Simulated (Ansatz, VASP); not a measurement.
One calculation of Si, two programs

```
Si
1.0
    -0.05431    2.68832    2.68832
     2.68832   -0.05431    2.68832
     2.68832    2.68832   -0.05431
Si
2
Direct
  0.50000 0.50000 0.50000
  0.75000 0.75000 0.75000
```

Change from the starting cell: equal xy, yz and zx shear strains of -2 %, crystal datasets.

Alike in both runs: task electric field gradients; functional PBE; k mesh 11 × 11 × 11; occupations fermi-dirac, width 0.08 eV; no spin polarisation.

|  | VASP | Ansatz |
| --- | --- | --- |
| version | VASP 6.6.1 | Ansatz 0.2.0 |
| potentials or method | VASP PAW PBE potentials, release 64 (Si), cutoff 520 eV | all-electron PAW with datasets made for the crystal, scalar-relativistic |

```tsv
	VASP	Ansatz	Ansatz less VASP
pressure (GPa)	2.1	2.1	+0.04
traceless stress, the component that is largest in VASP (GPa)	2.20	2.19	-0.008
rms of the force components (eV/Å)	0.220	0.221	+0.0012
size of Vzz on the site where it differs most (V/Å²)	8.3	7.9	-0.42
```

Atom by atom the forces differ by 0.001 eV/Å (rms over components). Ansatz ran all-electron here, and VASP with PAW potentials.
